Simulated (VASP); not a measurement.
# AlN (Cm) in VASP: notebook

AlN is run at these levels: PBE; tasks: single point.

Everything below comes from runs of VASP 6.6.1. Logs are shortened: lines on timing, memory, paths and dates and some standing lists are left out, and cuts for length are marked.

## (1) The cell of the first run

Symmetry: Cm, No. 8, monoclinic system. Conventional cell: a = 5.350 Å, b = 3.089 Å, c = 15.138 Å, α = 90.00°, β = 91.69°, γ = 90.00°. Within 2.5 Å of Al (site symmetry m) lie 4 N at 1.89 to 1.94 Å. Within 2.5 Å of Al (site symmetry m) lie 4 N at 1.89 Å. Within 2.5 Å of Al (site symmetry m) lie 4 N at 1.89 Å. Within 2.5 Å of Al (site symmetry m) lie 4 N at 1.89 Å. Within 2.5 Å of Al (site symmetry m) lie 4 N at 1.89 Å. Al (site symmetry m) has 4 N at 1.89 Å within 2.5 Å. Within 2.5 Å of N (site symmetry m) lie 4 Al at 1.89 Å. N (site symmetry m) has 4 Al at 1.89 Å within 2.5 Å.

## (2) Single point, PBE

The input, INCAR:

```
SYSTEM = AlN
PREC = Accurate
ENCUT = 520
EDIFF = 1E-6
ISMEAR = 0
SIGMA = 0.05
LREAL = .False.
LASPH = .True.
NELM = 60
ALGO = Normal
ISIF = 2
LWAVE = .False.
LCHARG = .False.
GGA = PE
NBANDS = 36
```

The input, KPOINTS:

```
regular mesh
0
Gamma
  8 8 2
  0 0 0
```

The input, POSCAR:

```
AlN
1.0
    2.1839935596     -2.1839935596      0.0000000000
    2.1839935596      0.0000000000     -2.1839935596
   12.7401080306      6.7339073423      6.7339073423
Al N
6 6
Direct
    0.6094034733      0.6094034733      0.0624666667
   -0.8211798600     -0.8211798600      0.8958000000
    0.1232868067      0.1232868067      0.2291333333
    0.1510534733      0.1510534733      0.5624666667
   -0.3628298600     -0.3628298600      0.3958000000
   -0.3350631933     -0.3350631933      0.7291333333
    0.2656409733      0.2656409733      0.4374666667
    0.7517576400      0.7517576400      0.2708000000
   -0.2204756933     -0.2204756933      0.6041333333
   -0.1927090267     -0.1927090267      0.9374666667
   -0.7065923600     -0.7065923600      0.7708000000
    0.2378743067      0.2378743067      0.1041333333
```

Potentials or basis: VASP PAW PBE potentials, release 64 (Al, N).

Run with:

```console
> cat potpaw_PBE.64/Al/POTCAR potpaw_PBE.64/N/POTCAR > POTCAR
> mpirun -np 1 vasp_std > vasp.out
```

OUTCAR:

```text
SYSTEM = AlN
   PREC = Accurate
   ENCUT = 520
   EDIFF = 1E-6
   ISMEAR = 0
   LREAL = .False.
   LASPH = .True.
   NELM = 60
   ISIF = 2
   GGA = PE

 ion  position               nearest neighbor table
   1  0.609  0.609  0.062-  12 1.89  12 1.89  12 1.89  10 1.94   2 2.99   2 2.99   3 3.09   3 3.09
                             3 3.09
   2  0.179  0.179  0.896-  11 1.89  10 1.89  10 1.89  10 1.89   1 2.99   1 2.99   6 3.09   6 3.09
                             6 3.09
   3  0.123  0.123  0.229-  12 1.89   8 1.89   8 1.89   8 1.89   1 3.09   1 3.09   1 3.09   5 3.09
                             5 3.09   5 3.09
   4  0.151  0.151  0.562-   9 1.89   9 1.89   9 1.89   7 1.89   6 3.09   6 3.09   6 3.09   5 3.09
                             5 3.09   5 3.09
   5  0.637  0.637  0.396-   8 1.89   7 1.89   7 1.89   7 1.89   4 3.09   4 3.09   3 3.09   3 3.09
                             4 3.09   3 3.09
   6  0.665  0.665  0.729-   9 1.89  11 1.89  11 1.89  11 1.89   4 3.09   4 3.09   4 3.09   2 3.09
                             2 3.09   2 3.09
   7  0.266  0.266  0.437-   4 1.89   5 1.89   5 1.89   5 1.89
   8  0.752  0.752  0.271-   5 1.89   3 1.89   3 1.89   3 1.89
   9  0.780  0.780  0.604-   4 1.89   4 1.89   4 1.89   6 1.89
  10  0.807  0.807  0.937-   2 1.89   2 1.89   2 1.89   1 1.94
  11  0.293  0.293  0.771-   2 1.89   6 1.89   6 1.89   6 1.89
  12  0.238  0.238  0.104-   1 1.89   1 1.89   1 1.89   3 1.89

  LATTYP: Found a base centered monoclinic cell.
 ALAT       =     5.3496698225
 B/A-ratio  =     0.5773502692
 C/A-ratio  =     2.8296534929
 COS(beta)  =    -0.0294382334

  Lattice vectors:

 A1 = (   2.1839935596,  -2.1839935596,   0.0000000000)
 A2 = (   2.1839935596,   0.0000000000,  -2.1839935596)
 A3 = (   8.3721209114,   8.9179009019,   8.9179009019)

Analysis of symmetry for initial positions (statically):
=====================================================================
 Subroutine PRICEL returns:
 Original cell was already a primitive cell.

 Routine SETGRP: Setting up the symmetry group for a
 base centered monoclinic supercell.

 Subroutine GETGRP returns: Found  2 space group operations
 (whereof  2 operations were pure point group operations)
 out of a pool of  4 trial point group operations.

The static configuration has the point symmetry C_1h.

Analysis of symmetry for dynamics (positions and initial velocities):
=====================================================================
 Subroutine PRICEL returns:
 Original cell was already a primitive cell.

 Routine SETGRP: Setting up the symmetry group for a
 base centered monoclinic supercell.
[... 139 lines left out ...]
   EFERMI =   0.00;   METHOD = LEGACY
   ISMEAR =     0;   SIGMA  =   0.05  broadening in eV -4-tet -1-fermi 0-gaus
   EFERMI_NEDOS =   21; number of points for ismear=-14 and -15
   IALGO  =     38    algorithm
   IMIX   =      4    mixing-type and parameters
     AMIX     =   0.40;   BMIX     =  1.00
     AMIX_MAG =   1.60;   BMIX_MAG =  1.00
  volume/ion in A,a.u.               =      10.42        70.30
  Fermi-wavevector in a.u.,A,eV,Ry     =   1.189899  2.248583 19.263943  1.415860
  Thomas-Fermi vector in A             =   2.325996
   LORBIT       =      0    0 simple, 1 ext, 2 COOP (PROOUT), +10 PAW based schemes
   GGA     = PE    functional components
   LHFCALC =     F    Hartree Fock is set to
   AEXX    =    0.0000 exact exchange contribution
   IVDW    =     0    specifies the selected vdW correction
   LEPSILON=     F    determine dielectric tensor
   LRPA    =     F    only Hartree local field effects (RPA)
 non-spin polarized calculation
 Gauss-broadening in eV      SIGMA  =   0.05
  energy-cutoff  :      520.00
  volume of cell :      125.01
 maximum number of plane-waves:      3390
   NGX = 11   NGY = 11   NGZ = 59

 number of electron      48.0000006 magnetization

 Free energy of the ion-electron system (eV)
  ---------------------------------------------------
  ext. energy  EPLUGINS =         0.00000000
  ---------------------------------------------------
  free energy    TOTEN  =       -88.86480547 eV

  energy without entropy =      -88.86480547  energy(sigma->0) =      -88.86480547

 E-fermi :   6.3647     XC(G=0): -10.9387

 val. band max:        6.0934103260   @ k =   0.0000   0.0000   0.0000
 cond. band min:       9.2438186325   @ k =   0.5000   0.5000  -0.0000
 fundamental gap:      3.1504083064
 Fermi energy:         6.3647276524

 k-point     1 :       0.0000    0.0000    0.0000
  band No.  band energies     occupation
      1      -9.0029      2.00000
      2      -8.6114      2.00000
      3      -8.5953      2.00000
      4      -7.6249      2.00000
      5      -7.6051      2.00000
      6      -6.9470      2.00000
[... 925 lines left out ...]
     35      16.5684      0.00000
     36      16.7612      0.00000

 [... further k-points ...]

------------------------ aborting loop because EDIFF is reached ----------------------------------------

  FORCE on cell =-STRESS in cart. coord.  units (eV):
  Direction    XX          YY          ZZ          XY          YZ          ZX
  --------------------------------------------------------------------------------------
  -------------------------------------------------------------------------------------
  Total        3.9789396      2.9413326      2.9413326      0.8031140     -1.4880625      0.8031140
  in kB       50.9967646     37.6980957     37.6980957     10.2932487    -19.0720091     10.2932488
  external PRESSURE =      42.1309853 kB  Pullay stress =       0.0000000 kB

 VOLUME and BASIS-vectors are now :
 -----------------------------------------------------------------------------
  energy-cutoff  :      520.00
  volume of cell :      125.01
      direct lattice vectors                 reciprocal lattice vectors
     2.183993560 -2.183993560  0.000000000     0.117647630 -0.340229178  0.117647630
     2.183993560  0.000000000 -2.183993560     0.117647630  0.117647630 -0.340229178
    12.740108031  6.733907342  6.733907342     0.038156401  0.038156401  0.038156401

 POSITION                                       TOTAL-FORCE (eV/Angst)
 -----------------------------------------------------------------------------------
      3.45770     -0.91029     -0.91029         0.398608     -0.451689     -0.451689
     12.19367      5.64169      5.64169        -0.082187     -0.068072     -0.068072
      3.45770      1.27371      1.27371         0.022002      0.012654      0.012654
      7.82569      3.45770      3.45770         0.008838      0.008356      0.008356
      7.82569      1.27371      1.27371         0.010461      0.007550      0.007550
     12.19367      3.45770      3.45770         0.013505      0.007245      0.007245
      6.73369      2.36570      2.36570        -0.008244     -0.008429     -0.008429
      6.73369      0.18171      0.18171         0.002503     -0.013081     -0.013081
     11.10168      2.36570      2.36570        -0.011019     -0.007219     -0.007219
     15.46966      4.54970      4.54970        -0.348177      0.473975      0.473975
     11.10168      4.54970      4.54970        -0.046900      0.006576      0.006576
      2.36570      0.18171      0.18171         0.040610      0.032135      0.032135
 -----------------------------------------------------------------------------------
    total drift:                               -0.000622     -0.000053     -0.000053

  FREE ENERGIE OF THE ION-ELECTRON SYSTEM (eV)
  ---------------------------------------------------
  free  energy   TOTEN  =       -88.8648054738 eV

  energy  without entropy=      -88.8648054738  energy(sigma->0) =      -88.86480547
```

OSZICAR:

```text
N       E                     dE             d eps       ncg     rms          rms(c)
DAV:   1     0.180501096071E+03    0.18050E+03   -0.22176E+04  3024   0.120E+03
DAV:   2    -0.864406713283E+02   -0.26694E+03   -0.25119E+03  3936   0.244E+02
DAV:   3    -0.102934588749E+03   -0.16494E+02   -0.16384E+02  3856   0.636E+01
DAV:   4    -0.103108905647E+03   -0.17432E+00   -0.17413E+00  3764   0.739E+00
DAV:   5    -0.103111476873E+03   -0.25712E-02   -0.25706E-02  3740   0.900E-01    0.211E+01
DAV:   6    -0.888647439204E+02    0.14247E+02   -0.51908E+01  3644   0.316E+01    0.733E+00
DAV:   7    -0.889090043783E+02   -0.44260E-01   -0.17991E+00  3424   0.615E+00    0.513E+00
DAV:   8    -0.888710913205E+02    0.37913E-01   -0.16439E-01  3548   0.250E+00    0.745E-01
DAV:   9    -0.888634320213E+02    0.76593E-02   -0.34685E-02  3848   0.825E-01    0.361E-01
DAV:  10    -0.888651006211E+02   -0.16686E-02   -0.75431E-03  3700   0.386E-01    0.205E-01
DAV:  11    -0.888647992497E+02    0.30137E-03   -0.10992E-03  3696   0.159E-01    0.447E-02
DAV:  12    -0.888648053442E+02   -0.60945E-05   -0.58496E-05  3568   0.424E-02    0.216E-02
DAV:  13    -0.888648054738E+02   -0.12968E-06   -0.34088E-06  3732   0.106E-02
   1 F= -.88864805E+02 E0= -.88864805E+02  d E =-.359173E-16
```

stdout:

```text
POSCAR found type information on POSCAR AlN
 POSCAR found :  2 types and      12 ions
 scaLAPACK will be used
 LDA part: xc-table for (Slater+PW92), standard interpolation
 POSCAR, INCAR and KPOINTS ok, starting setup
 FFT: planning ... GRIDC
 FFT: planning ... GRID_SOFT
 FFT: planning ... GRID
 WAVECAR not read
 entering main loop
```

It took 1.9 min on 1 thread of Intel Xeon Platinum 8375C at 2.90GHz (Ice Lake), shared host; peak memory 0.32 GiB.

What came out:

* Free energy: -88.8648 eV
* Pressure: 4.2 GPa
* Largest force: 0.755 eV/Å
* Band gap on the k mesh: 3.15 eV, indirect (least direct gap 3.57 eV)

Forces in eV/Å, atoms in the order of the input:
```
Al   0.399 -0.452 -0.452
Al  -0.082 -0.068 -0.068
Al   0.022  0.013  0.013
Al   0.009  0.008  0.008
Al   0.010  0.008  0.008
Al   0.014  0.007  0.007
N   -0.008 -0.008 -0.008
N    0.003 -0.013 -0.013
N   -0.011 -0.007 -0.007
N   -0.348  0.474  0.474
N   -0.047  0.007  0.007
N    0.041  0.032  0.032
```

Stress tensor (GPa, compression positive):
```
 5.10  1.03  1.03
 1.03  3.77 -1.91
 1.03 -1.91  3.77
```

A k mesh can miss the band edges. A hybrid or GW would open this gap; PBE tends to underestimate it.

## (3) Single point, PBE

This run uses another cell than the first one, of the same volume but with other edges.

The input, INCAR:

```
SYSTEM = AlN
PREC     = Accurate       ! precision mode
ENCUT    = 520            ! plane-wave cutoff, eV
EDIFF    = 1E-6           ! SCF threshold, eV
ISMEAR   = -1             ! smearing method
SIGMA    = 0.05           ! smearing width, eV
LREAL    = .FALSE.        ! projectors in reciprocal space
LASPH    = .TRUE.         ! aspherical terms in the spheres
NELM     = 60             ! most SCF steps
ALGO     = Normal         ! electronic algorithm
ISIF     = 2              ! what is computed and relaxed
LWAVE    = .FALSE.        ! write WAVECAR
LCHARG   = .FALSE.        ! write CHGCAR
GGA      = PE             ! functional
NBANDS   = 36             ! bands
```

The input, KPOINTS:

```
regular mesh
0
G
  8 8 2
  0 0 0
```

The input, POSCAR:

```
AlN
1.0
    2.1839935596     -2.1839935596      0.0000000000
    2.1839935596      0.0000000000     -2.1839935596
    9.4641176912      8.3719025120      8.3719025120
Al N
6 6
Direct
    0.6562534733      0.6562534733      0.0624666667
   -0.1493298600     -0.1493298600      0.8958000000
    0.2951368067      0.2951368067      0.2291333333
    0.5729034733      0.5729034733      0.5624666667
   -0.0659798600     -0.0659798600      0.3958000000
    0.2117868067      0.2117868067      0.7291333333
    0.5937409733      0.5937409733      0.4374666667
    0.9548576400      0.9548576400      0.2708000000
    0.2326243067      0.2326243067      0.6041333333
    0.5103909733      0.5103909733      0.9374666667
   -0.1284923600     -0.1284923600      0.7708000000
    0.3159743067      0.3159743067      0.1041333333
```

Potentials or basis: VASP PAW PBE potentials, release 64 (Al, N).

Run with:

```console
> cat potpaw_PBE.64/Al/POTCAR potpaw_PBE.64/N/POTCAR > POTCAR
> mpirun -np 1 vasp_std > vasp.out
```

OUTCAR:

```text
SYSTEM = AlN
   PREC = Accurate
   ENCUT = 520
   EDIFF = 1E-6
   ISMEAR = -1
   LREAL = .FALSE.
   LASPH = .TRUE.
   NELM = 60
   ISIF = 2
   GGA = PE

 ion  position               nearest neighbor table
   1  0.656  0.656  0.062-  12 1.89  12 1.89  12 1.89  10 2.09   2 2.67   3 3.09   3 3.09   3 3.09

   2  0.851  0.851  0.896-  11 1.89  10 1.89  10 1.89  10 1.89   1 2.67   6 3.09   6 3.09   6 3.09

   3  0.295  0.295  0.229-  12 1.89   8 1.89   8 1.89   8 1.89   1 3.09   1 3.09   1 3.09   5 3.09
                             5 3.09   5 3.09
   4  0.573  0.573  0.562-   9 1.89   9 1.89   9 1.89   7 1.89   6 3.09   6 3.09   6 3.09   5 3.09
                             5 3.09   5 3.09
   5  0.934  0.934  0.396-   8 1.89   7 1.89   7 1.89   7 1.89   4 3.09   4 3.09   3 3.09   3 3.09
                             4 3.09   3 3.09
   6  0.212  0.212  0.729-   9 1.89  11 1.89  11 1.89  11 1.89   4 3.09   4 3.09   4 3.09   2 3.09
                             2 3.09   2 3.09
   7  0.594  0.594  0.437-   4 1.89   5 1.89   5 1.89   5 1.89
   8  0.955  0.955  0.271-   5 1.89   3 1.89   3 1.89   3 1.89
[... 218 lines left out ...]
  band No.  band energies     occupation
      1      -8.9999      2.00000
      2      -8.6088      2.00000
      3      -8.5529      2.00000
      4      -7.6141      2.00000
      5      -7.5571      2.00000
      6      -6.9016      2.00000
[... 925 lines left out ...]
     35      16.4357      0.00000
     36      16.8700      0.00000

 [... further k-points ...]
[... 5 lines left out ...]
  --------------------------------------------------------------------------------------
  -------------------------------------------------------------------------------------
  Total       -1.1997019      5.4802035      5.4802035      0.1086610      3.4447794      0.1086609
  in kB      -15.3761860     70.2379722     70.2379722      1.3926726     44.1506086      1.3926717
  external PRESSURE =      41.6999195 kB  Pullay stress =       0.0000000 kB

 VOLUME and BASIS-vectors are now :
 -----------------------------------------------------------------------------
  energy-cutoff  :      520.00
  volume of cell :      125.01
      direct lattice vectors                 reciprocal lattice vectors
     2.183993560 -2.183993560  0.000000000     0.146264931 -0.311611877  0.146264931
     2.183993560  0.000000000 -2.183993560     0.146264931  0.146264931 -0.311611877
     9.464117691  8.371902512  8.371902512     0.038156401  0.038156401  0.038156401

 POSITION                                       TOTAL-FORCE (eV/Angst)
 -----------------------------------------------------------------------------------
      3.45770     -0.91029     -0.91029        -1.189040      0.451418      0.451418
     12.19367      5.64169      5.64169        -0.218017     -0.630855     -0.630855
      3.45770      1.27371      1.27371         0.020241      0.110852      0.110852
      7.82569      3.45770      3.45770         0.025291      0.026098      0.026098
      7.82569      1.27371      1.27371         0.021857      0.027277      0.027277
      7.82569      5.64169      5.64169         0.020180      0.034858      0.034858
      6.73369      2.36570      2.36570        -0.026258     -0.024373     -0.024373
      6.73369      0.18171      0.18171        -0.038345     -0.011714     -0.011714
      6.73369      4.54970      4.54970        -0.020706     -0.028201     -0.028201
     11.10168      6.73369      6.73369         1.543433     -0.391804     -0.391804
     11.10168      4.54970      4.54970         0.011373     -0.063867     -0.063867
      2.36570      0.18171      0.18171        -0.150009      0.500309      0.500309
 -----------------------------------------------------------------------------------
    total drift:                                0.000862     -0.000999     -0.000999

  FREE ENERGIE OF THE ION-ELECTRON SYSTEM (eV)
  ---------------------------------------------------
  free  energy   TOTEN  =       -88.0908243720 eV

  energy  without entropy=      -88.0908243719  energy(sigma->0) =      -88.09082437
```

stdout:

```text
POSCAR found type information on POSCAR AlN
 POSCAR found :  2 types and      12 ions
 scaLAPACK will be used
 LDA part: xc-table for (Slater+PW92), standard interpolation
 POSCAR, INCAR and KPOINTS ok, starting setup
 FFT: planning ... GRIDC
 FFT: planning ... GRID_SOFT
 FFT: planning ... GRID
 WAVECAR not read
 entering main loop
```

It took 2.1 min on 1 thread of Intel Xeon Platinum 8375C at 2.90GHz (Ice Lake), shared host; peak memory 0.32 GiB.

Results:

```yaml
Free_energy: -88.0908 eV
Pressure: 4.2 GPa
Largest_force: 1.640 eV/Å
Band_gap_on_the_k_mesh: 2.82 eV, indirect (least direct gap 3.08 eV)
```

Forces in eV/Å, atoms in the order of the input:
```
Al  -1.189  0.451  0.451
Al  -0.218 -0.631 -0.631
Al   0.020  0.111  0.111
Al   0.025  0.026  0.026
Al   0.022  0.027  0.027
Al   0.020  0.035  0.035
N   -0.026 -0.024 -0.024
N   -0.038 -0.012 -0.012
N   -0.021 -0.028 -0.028
N    1.543 -0.392 -0.392
N    0.011 -0.064 -0.064
N   -0.150  0.500  0.500
```

Levels at points of the mesh, in eV from the valence-band top:
```
           k point  band 20  band 21  band 22  band 23  band 24  band 25  band 26  band 27  band 28  band 29
(0.00, 0.00, 0.00)    -0.50    -0.43    -0.38    -0.34     0.00     3.56     4.88     5.24     6.43     6.59
(0.50, 0.00, 0.00)    -1.65    -1.37    -1.17    -0.93    -0.26     2.82     4.12     4.26     5.92     6.76
(0.50, 0.50, 0.00)    -1.27    -1.21    -1.12    -0.93    -0.85     3.04     4.04     4.36     5.93     6.63
(0.00, 0.00, 0.50)    -0.53    -0.46    -0.39    -0.33    -0.21     3.85     4.32     5.77     6.04     6.81
(0.50, 0.00, 0.50)    -1.48    -1.22    -1.15    -0.92    -0.35     3.14     3.33     5.11     5.49     6.59
(0.50, 0.50, 0.50)    -1.55    -1.41    -1.01    -0.91    -0.91     3.32     3.47     4.99     5.45     6.66
```

Caveat: forces of over 1 eV/Å act on the atoms, so gaps and moduli don't describe the material at rest. A k mesh can miss the band edges.
